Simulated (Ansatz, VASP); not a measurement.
## InRu3 in VASP and in Ansatz

```
In Ru
1.0
     5.62821    0.00000    0.00000
    -2.81410    4.87417    0.00000
     0.00000    0.00000    4.53300
In Ru
2 6
Direct
  0.33333 0.66667 0.75000
  0.66667 0.33333 0.25000
  0.83476 0.16524 0.75000
  0.33048 0.16524 0.75000
  0.83476 0.66952 0.75000
  0.16524 0.83476 0.25000
  0.66952 0.83476 0.25000
  0.16524 0.33048 0.25000
```

Alike in both runs: task single point; functional PBE; k mesh 6 × 6 × 6; occupations fermi-dirac, width 0.05 eV; no spin polarisation.

|  | VASP | Ansatz |
| --- | --- | --- |
| version | VASP 6.6.1 | Ansatz 0.2.0 |
| potentials or method | VASP PAW PBE potentials, release 64 (In_d, Ru_pv) | Ansatz PAW |
| plane-wave cutoff (eV) | 520 | 420 |
| valence electrons in the cell | 110 | 122 |

VASP gave:

```
gap on the k mesh at the Fermi level (eV) : none
pressure (GPa)                            : -1.8
rms of the force components (eV/Å)        : 0.035
```

Task: Which values does Ansatz return?

Result: gap on the k mesh at the Fermi level (eV): none; pressure (GPa): -2.0; rms of the force components (eV/Å): 0.030.

Atom by atom the forces differ by 0.004 eV/Å (rms over components). A gap of «none» marks a metal or a gap that the smearing closes. VASP's potentials hold 110 valence electrons a cell and Ansatz's 122, so a difference there can come from the potentials and not from the codes.
